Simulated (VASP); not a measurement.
CsI, 2 atoms in the cell. The structure is cubic, space group Pm-3m (No. 221). The conventional cell has a = 4.608 Å, b = 4.608 Å, c = 4.608 Å, α = 90.00°, β = 90.00°, γ = 90.00°. Within 5.2 Å of Cs (site symmetry m-3m) lie 8 I at 3.99 Å and 6 Cs at 4.61 Å. Within 5.2 Å of I (site symmetry m-3m) lie 8 Cs at 3.99 Å and 6 I at 4.61 Å. 

```yaml
Program: VASP 6.6.1
Task: single point
Functional: r2SCAN0
Potentials_or_basis: VASP PAW PBE potentials, release 64 (Cs_sv, I)
Cutoff: 440 eV
k_mesh: 4 × 4 × 4
Occupations: gaussian, width 0.01 eV
Spin: no spin polarisation
Dipole_correction: no
Grid_for_exact_exchange_PRECFOCK: Normal
Further_INCAR_settings: ALGO = Normal; EDIFF = 1e-06; NBANDS = 15
Share_of_exact_exchange: 0.25
```

Potentials or basis: VASP PAW PBE potentials, release 64 (Cs_sv, I).

Command:

```sh
$ cat potpaw_PBE.64/Cs_sv/POTCAR potpaw_PBE.64/I/POTCAR > POTCAR
$ cp INCAR.step1 INCAR
$ mpirun -np 1 vasp_std > vasp.out
$ cp INCAR.step2 INCAR
$ mpirun -np 1 vasp_std > vasp.out
```

Hardware: 1 thread of Oxide Virtual Turin-like Processor, with other jobs on the host.

Q: Estimate the wall time of this run.

A: Run time: 10 min on 1 thread of Oxide Virtual Turin-like Processor, on a shared host, peak memory 0.17 GiB. Counts: k points 10.
